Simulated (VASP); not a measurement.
# Rh (Fm-3m) in VASP: a series of runs, part 2 of 2

VASP 6.6.1.

## (6) Relaxation of cell and atoms, LDA

This run uses another cell than the first one, of 13.23 Å³/atom.

Input file INCAR:

```
SYSTEM = Rh
PREC = Accurate
ENCUT = 600
EDIFF = 1E-7
ISMEAR = -1
SIGMA = 0.15
LREAL = .False.
LASPH = .True.
NELM = 60
ALGO = Fast
ISIF = 3
LWAVE = .False.
LCHARG = .False.
IBRION = 2
NSW = 80
EDIFFG = -0.001
```

Input file KPOINTS:

```
regular mesh
0
Gamma
  26 26 26
  0 0 0
```

Input file POSCAR:

```
Rh
1.0
    0.0000000000      1.8770578413      1.8770578413
    1.8770578413      0.0000000000      1.8770578413
    1.8770578413      1.8770578413      0.0000000000
Rh
1
Direct
    0.0000000000      0.0000000000      0.0000000000
```

Potentials or basis: VASP PAW LDA potentials, release 64 (Rh_pv).

Run with:

```
$ cat potpaw_LDA.64/Rh_pv/POTCAR > POTCAR
$ mpirun -np 1 vasp_std > vasp.out
```

Run time: 4 min. Hardware: 1 thread of Intel Xeon 8259CL, shared host; peak memory 0.22 GiB.

Results (log left out):

* Free energy: -8.7300 eV
* Relaxed volume: 13.30 Å³/atom
* Relaxed cell: a = 2.659 Å, b = 2.659 Å, c = 2.659 Å, α = 60.00°, β = 60.00°, γ = 60.00°
* Space group after relaxing (to 0.1 Å): Fm-3m (No. 225)
* Energy gained by relaxing: 0.4 meV/atom
* Ionic steps: 12
* Pressure after relaxing: 0.0 GPa
* Band gap on the k mesh: zero (an odd number of electrons rules out a gap without spin polarisation)

Step by step:
```csv
step,energy change (eV),largest force (eV/Å),pressure (GPa),volume (Å³)
1,0.0000,0.0000,1.65,13.23
2,0.0023,0.0000,-4.31,13.49
3,-0.0004,0.0000,-0.01,13.30
4,-0.0004,0.0000,0.04,13.30
5,-0.0004,0.0000,0.03,13.30
6,-0.0004,0.0000,0.03,13.30
7,-0.0004,0.0000,0.02,13.30
8,-0.0004,0.0000,0.02,13.30
9,-0.0004,0.0000,0.02,13.30
10,-0.0004,0.0000,0.02,13.30
11,-0.0004,0.0000,0.02,13.30
12,-0.0004,0.0000,0.00,13.30
```

Final structure:
```
Rh
1.0
     0.00000    1.88033    1.88033
     1.88033    0.00000    1.88033
     1.88033    1.88033    0.00000
Rh
1
Direct
  0.00000 0.00000 0.00000
```

Levels at points of the mesh, in eV from the Fermi level:
| k point | band 3 | band 4 | band 5 | band 6 | band 7 | band 8 | band 9 | band 10 | band 11 |
| --- | --- | --- | --- | --- | --- | --- | --- | --- | --- |
| (0.00, 0.00, 0.00) | -46.20 | -8.26 | -3.26 | -3.26 | -3.26 | -1.02 | -1.02 | 15.93 | 20.28 |
| (0.50, 0.00, 0.00) | -46.32 | -6.44 | -3.33 | -3.33 | 0.64 | 0.64 | 0.67 | 8.96 | 15.46 |
| (0.50, 0.50, 0.00) | -46.51 | -6.65 | -6.28 | 0.62 | 1.07 | 1.07 | 3.26 | 12.69 | 13.42 |

## (7) Relaxation of cell and atoms, LDA

Input file INCAR:

```
PREC = Accurate ; ENCUT = 600
EDIFF = 1E-6 ; ISMEAR = 0
SIGMA = 0.1 ; LREAL = False
LASPH = True ; NELM = 100
ALGO = Fast ; ISIF = 3
LWAVE = False ; LCHARG = False
GGA = CA ; IBRION = 2
NSW = 100 ; EDIFFG = -0.002
```

Input file KPOINTS:

```
Automatic mesh
0
Gamma
  26 26 26
```

Input file POSCAR:

```
Rh
1.0
    0.0000000000      1.8789959223      1.8789959223
    1.8789959223      0.0000000000      1.8789959223
    1.8789959223      1.8789959223      0.0000000000
Rh
1
Direct
    0.0000000000      0.0000000000      0.0000000000
```

Potentials or basis: VASP PAW LDA potentials, release 64 (Rh_pv).

Run with:

```
$ cat potpaw_LDA.64/Rh_pv/POTCAR > POTCAR
$ mpirun -np 1 vasp_std > vasp.out
```

OUTCAR:

```text
PREC = Accurate
   ENCUT = 600
   EDIFF = 1E-6
   ISMEAR = 0
   LREAL = False
   LASPH = True
   NELM = 100
   ISIF = 3
   GGA = CA
   IBRION = 2
   NSW = 100
   EDIFFG = -0.002

 ion  position               nearest neighbor table
   1  0.000  0.000  0.000-

  LATTYP: Found a face centered cubic cell.
 ALAT       =     3.7579918446

  Lattice vectors:

 A1 = (   0.0000000000,   1.8789959223,   1.8789959223)
 A2 = (   1.8789959223,   0.0000000000,   1.8789959223)
 A3 = (   1.8789959223,   1.8789959223,   0.0000000000)

Analysis of symmetry for initial positions (statically):
=====================================================================
 Subroutine PRICEL returns:
 Original cell was already a primitive cell.

 Routine SETGRP: Setting up the symmetry group for a
 face centered cubic supercell.

 Subroutine GETGRP returns: Found 48 space group operations
 (whereof 48 operations were pure point group operations)
 out of a pool of 48 trial point group operations.

The static configuration has the point symmetry O_h .

Analysis of symmetry for dynamics (positions and initial velocities):
=====================================================================
 Subroutine PRICEL returns:
 Original cell was already a primitive cell.

 Routine SETGRP: Setting up the symmetry group for a
 face centered cubic supercell.

 Subroutine GETGRP returns: Found 48 space group operations
 (whereof 48 operations were pure point group operations)
 out of a pool of 48 trial point group operations.

The dynamic configuration has the point symmetry O_h .

 Subroutine INISYM returns: Found 48 space group operations
 (whereof 48 operations are pure point group operations),
 and found     1 'primitive' translations

----------------------------------------------------------------------------------------

                                     Primitive cell

  volume of cell :      13.2681

  direct lattice vectors                    reciprocal lattice vectors
     0.000000000  1.878995922  1.878995922    -0.266099566  0.266099566  0.266099566
     1.878995922  0.000000000  1.878995922     0.266099566 -0.266099566  0.266099566
     1.878995922  1.878995922  0.000000000     0.266099566  0.266099566 -0.266099566

  length of vectors
     2.657301517  2.657301517  2.657301517     0.460897969  0.460897969  0.460897969

  position of ions in fractional coordinates (direct lattice)
     0.000000000  0.000000000  0.000000000

  ion indices of the primitive-cell ions
   primitive index   ion index
                 1           1

----------------------------------------------------------------------------------------

 KPOINTS: Automatic mesh

Automatic generation of k-mesh.
 Grid dimensions read from file:
 generate k-points for:   26   26   26

 Generating k-lattice:

  Cartesian coordinates                     Fractional coordinates (reciprocal lattice)
    -0.010234599  0.010234599  0.010234599     0.038461538  0.000000000  0.000000000
     0.010234599 -0.010234599  0.010234599     0.000000000  0.038461538  0.000000000
     0.010234599  0.010234599 -0.010234599     0.000000000  0.000000000  0.038461538

  Length of vectors
     0.017726845  0.017726845  0.017726845

  Shift w.r.t. Gamma in fractional coordinates (k-lattice)
     0.000000000  0.000000000  0.000000000
[... 59 lines left out ...]
   POTIM  = 0.5000    time-step for ionic-motion
   TEBEG  =    0.0;   TEEND  =   0.0 temperature during run
   PSTRESS=    0.0 pullay stress
   NELECT =      15.0000    total number of electrons
   NUPDOWN=      -1.0000    fix difference up-down
   EMIN   =  10.00;   EMAX   =-10.00  energy-range for DOS
   EFERMI =   0.00;   METHOD = LEGACY
   ISMEAR =     0;   SIGMA  =   0.10  broadening in eV -4-tet -1-fermi 0-gaus
   EFERMI_NEDOS =   21; number of points for ismear=-14 and -15
   IALGO  =     68    algorithm
   IMIX   =      4    mixing-type and parameters
     AMIX     =   0.40;   BMIX     =  1.00
     AMIX_MAG =   1.60;   BMIX_MAG =  1.00
  volume/ion in A,a.u.               =      13.27        89.54
  Fermi-wavevector in a.u.,A,eV,Ry     =   1.705439  3.222812 39.572827  2.908521
  Thomas-Fermi vector in A             =   2.784658
   LORBIT       =      0    0 simple, 1 ext, 2 COOP (PROOUT), +10 PAW based schemes
   GGA     = CA    functional components
   LHFCALC =     F    Hartree Fock is set to
   AEXX    =    0.0000 exact exchange contribution
   IVDW    =     0    specifies the selected vdW correction
   LEPSILON=     F    determine dielectric tensor
   LRPA    =     F    only Hartree local field effects (RPA)
 conjugate gradient relaxation of ions
 non-spin polarized calculation
 RMM-DIIS sequential band-by-band and
 Gauss-broadening in eV      SIGMA  =   0.10
  energy-cutoff  :      600.00
  volume of cell :       13.27
 maximum number of plane-waves:       459
 NGX is ok and might be reduce to    24
   NGX = 11   NGY = 11   NGZ = 11

--------------------------------------- Ionic step        1  -------------------------------------------

 number of electron      15.0000001 magnetization

 Free energy of the ion-electron system (eV)
  ---------------------------------------------------
  ext. energy  EPLUGINS =         0.00000000
  ---------------------------------------------------
  free energy    TOTEN  =        -8.68638217 eV

  energy without entropy =       -8.68022347  energy(sigma->0) =       -8.68330282

------------------------ aborting loop because EDIFF is reached ----------------------------------------

  FORCE on cell =-STRESS in cart. coord.  units (eV):
  Direction    XX          YY          ZZ          XY          YZ          ZX
  --------------------------------------------------------------------------------------
  -------------------------------------------------------------------------------------
  Total       -0.0035251     -0.0035251     -0.0035251      0.0000000     -0.0000000     -0.0000000
  in kB       -0.4256690     -0.4256690     -0.4256690      0.0000000     -0.0000000     -0.0000000
  external PRESSURE =      -0.4256690 kB  Pullay stress =       0.0000000 kB
[... 86 lines left out ...]
  FREE ENERGIE OF THE ION-ELECTRON SYSTEM (eV)
  ---------------------------------------------------
  free  energy   TOTEN  =        -8.6863745760 eV

  energy  without entropy=       -8.6802363718  energy(sigma->0) =       -8.68330547

[... ionic steps 4 to 9 ...]

--------------------------------------- Ionic step       10  -------------------------------------------

 number of electron      15.0000001 magnetization

------------------------ aborting loop because EDIFF is reached ----------------------------------------
[... 65 lines left out ...]
--------------------------------------- Ionic step       12  -------------------------------------------

 number of electron      15.0000001 magnetization

 Free energy of the ion-electron system (eV)
  ---------------------------------------------------
  ext. energy  EPLUGINS =         0.00000000
  ---------------------------------------------------
  free energy    TOTEN  =        -8.68639228 eV

  energy without entropy =       -8.68024298  energy(sigma->0) =       -8.68331763

 E-fermi :  12.3932     XC(G=0): -14.5858

 val. band max:       12.3904044438   @ k =  -0.3462   0.1154   0.0385
 cond. band min:      12.4054307758   @ k =   0.5000   0.2692   0.1154
 fundamental gap:      0.0150263320
 Fermi energy:        12.3931589736

 k-point     1 :       0.0000    0.0000    0.0000
  band No.  band energies     occupation
      1     -33.8315      2.00000
      2     -33.8315      2.00000
      3     -33.8315      2.00000
      4       4.0980      2.00000
      5       9.1069      2.00000
      6       9.1069      2.00000
      7       9.1069      2.00000
      8      11.3589      2.00000
      9      11.3589      2.00000
     10      28.3108      0.00000
     11      32.6439      0.00000
[... 309 lines left out ...]
 k-point    24 :       0.3846    0.0385    0.0000
  band No.  band energies     occupation
      1     -34.5489      2.00000
      2     -33.9389      2.00000
      3     -33.9314      2.00000
      4       6.1040      2.00000
      5       9.1575      2.00000
      6       9.2640      2.00000
      7      10.8436      2.00000
      8      12.5879      0.00589
      9      12.6155      0.00167
     10      23.9128      0.00000
     11      28.7183      0.00000

 [... further k-points ...]

------------------------ aborting loop because EDIFF is reached ----------------------------------------

  FORCE on cell =-STRESS in cart. coord.  units (eV):
  Direction    XX          YY          ZZ          XY          YZ          ZX
  --------------------------------------------------------------------------------------
  -------------------------------------------------------------------------------------
  Total       -0.0011068     -0.0011068     -0.0011068     -0.0000000     -0.0000000      0.0000000
  in kB       -0.1337801     -0.1337801     -0.1337801     -0.0000000     -0.0000000      0.0000000
  external PRESSURE =      -0.1337801 kB  Pullay stress =       0.0000000 kB
[... 16 lines left out ...]
  FREE ENERGIE OF THE ION-ELECTRON SYSTEM (eV)
  ---------------------------------------------------
  free  energy   TOTEN  =        -8.6863922821 eV

  energy  without entropy=       -8.6802429830  energy(sigma->0) =       -8.68331763

 reached required accuracy - stopping structural energy minimisation
```

OSZICAR:

```text
N       E                     dE             d eps       ncg     rms          rms(c)
DAV:   1     0.122747405839E+03    0.12275E+03   -0.10128E+04 11245   0.163E+03
DAV:   2    -0.759910191021E+01   -0.13035E+03   -0.12497E+03 11455   0.410E+02
DAV:   3    -0.924505041075E+01   -0.16459E+01   -0.16322E+01 13012   0.518E+01
DAV:   4    -0.925478835553E+01   -0.97379E-02   -0.97366E-02 12307   0.412E+00
[... 56 lines left out ...]
DAV:   1    -0.868639318317E+01   -0.82944E-06   -0.12583E-05 12178   0.597E-02    0.676E-03
RMM:   2    -0.868639233637E+01    0.84680E-06   -0.19918E-06  6324   0.174E-02
  11 F= -.86863923E+01 E0= -.86833174E+01  d E =-.519305E-06
       N       E                     dE             d eps       ncg     rms          rms(c)
DAV:   1    -0.868639317151E+01    0.11661E-07   -0.12494E-05 11344   0.601E-02    0.693E-03
RMM:   2    -0.868639228213E+01    0.88938E-06   -0.20653E-06  6387   0.176E-02
  12 F= -.86863923E+01 E0= -.86833176E+01  d E =-.465064E-06
```

It took 3.4 min on 1 thread of Intel Xeon 8259CL, shared host; peak memory 0.22 GiB.

What came out:

```yaml
Free_energy: -8.6864 eV
Relaxed_volume: 13.26 Å³/atom
Relaxed_cell: a = 2.656 Å, b = 2.656 Å, c = 2.656 Å, α = 60.00°, β = 60.00°, γ = 60.00°
Space_group_after_relaxing_to_0.1_Å: Fm-3m (No. 225)
Energy_gained_by_relaxing: 0.0 meV/atom
Ionic_steps: 12
Pressure_after_relaxing: 0.0 GPa
Band_gap_on_the_k_mesh: zero (an odd number of electrons rules out a gap without spin polarisation)
```

Final structure:
```yaml
crystal:
  lattice:
    - [0.00000, 1.87841, 1.87841]
    - [1.87841, 0.00000, 1.87841]
    - [1.87841, 1.87841, 0.00000]
  atoms:
    - { symbol: Rh, position: [0.00000, 0.00000, 0.00000] }
```

## (8) Overview

| task | cell | k mesh | cutoff (eV) | smearing | gap on the mesh (eV) | pressure (GPa) | relaxed volume (Å³/atom) |
| --- | --- | --- | --- | --- | --- | --- | --- |
| single point | a = 2.657 Å, angles 60.0°, 1 atom | 8 × 8 × 8 | 520 | gaussian 0.1 eV | none | 0.8 | - |
| single point | a = 2.691 Å, angles 60.0°, 1 atom | 8 × 8 × 8 | 520 | gaussian 0.1 eV | none | -10.2 | - |
| single point | a = 2.655 Å, angles 60.0°, 1 atom | 26 × 26 × 26 | 520 | gaussian 0.1 eV | none | 0.8 | - |
| single point | a = 2.657 Å, angles 60.0°, 1 atom | 26 × 26 × 26 | 520 | fermi-dirac 0.15 eV | none | 0.8 | - |
| relaxation of cell and atoms | relaxed from a = 2.655 Å, angles 60.0°, 1 atom | 26 × 26 × 26 | 600 | fermi-dirac 0.15 eV | none | 0.0 | 13.30 |
| relaxation of cell and atoms | relaxed from a = 2.657 Å, angles 60.0°, 1 atom | 26 × 26 × 26 | 600 | gaussian 0.1 eV | none | 0.0 | 13.26 |

Alike in all rows: level LDA; potentials or basis VASP PAW LDA potentials, release 64 (Rh_pv); no spin polarisation.

Caveats: some runs use coarse meshes; the cell stands under tension (at least some runs).

Absolute energies hang on the potentials; compare differences alone.
